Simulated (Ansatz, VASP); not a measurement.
## KCl in VASP and in Ansatz

Contents of INCAR:

```
PREC = Accurate
ENCUT = 520
EDIFF = 1E-8
ISMEAR = -1
SIGMA = 0.03
LREAL = False
LASPH = True
NELM = 100
ALGO = Normal
ISIF = 2
LWAVE = False
LCHARG = False
GGA = PS
LEFG = True
NBANDS = 15
```

File KPOINTS:

```
Automatic mesh
0
Gamma
  7 7 7
```

POSCAR

```
KCl
1.0
    0.0000000000      3.1561000000      3.1245390000
    3.1561000000      0.0000000000      3.1245390000
    3.1561000000      3.1561000000      0.0000000000
K Cl
1 1
Direct
    0.0000000000      0.0000000000      0.0000000000
    0.5000000000      0.5000000000      0.5000000000
```

Input for Ansatz:

```yaml
crystal:
  lattice:
    - [0.0, 3.1561, 3.124539]
    - [3.1561, 0.0, 3.124539]
    - [3.1561, 3.1561, 0.0]
  atoms:
    - { symbol: K, position: [0.0, 0.0, 0.0] }
    - { symbol: Cl, position: [0.5, 0.5, 0.5] }
kpoints:
  mp_grid: { grid: [7, 7, 7] }
scf:
  occupations: { method: fermi_dirac, width: 0.03 }
hamiltonian:
  xc: pbesol
  pseudopotentials: { kind: all_electron, datasets: crystal }
output:
  forces: true
  stress: true
  eigenvalues: true
  efg: { contact_densities: true }
```

Change from the starting cell: zz strain of -1 %, crystal datasets.

Alike in both runs: task electric field gradients; functional PBEsol; k mesh 7 × 7 × 7; occupations fermi-dirac, width 0.03 eV; no spin polarisation.

|  | VASP | Ansatz |
| --- | --- | --- |
| version | VASP 6.6.1 | Ansatz 0.2.0 |
| potentials or method | VASP PAW PBE potentials, release 64 (K_sv, Cl), cutoff 520 eV | all-electron PAW with datasets made for the crystal, scalar-relativistic |

```tsv
	VASP	Ansatz	Ansatz less VASP
gap on the k mesh at the Fermi level (eV)	5.02	5.02	+0.004
pressure (GPa)	-0.4	-0.4	-0.04
traceless stress, the component that is largest in VASP (GPa)	0.23	0.22	-0.006
size of Vzz on the site where it differs most (V/Å²)	1.9	1.8	-0.04
```

VASP's potentials were made for PBE, not for PBEsol. Ansatz ran all-electron here, and VASP with PAW potentials.
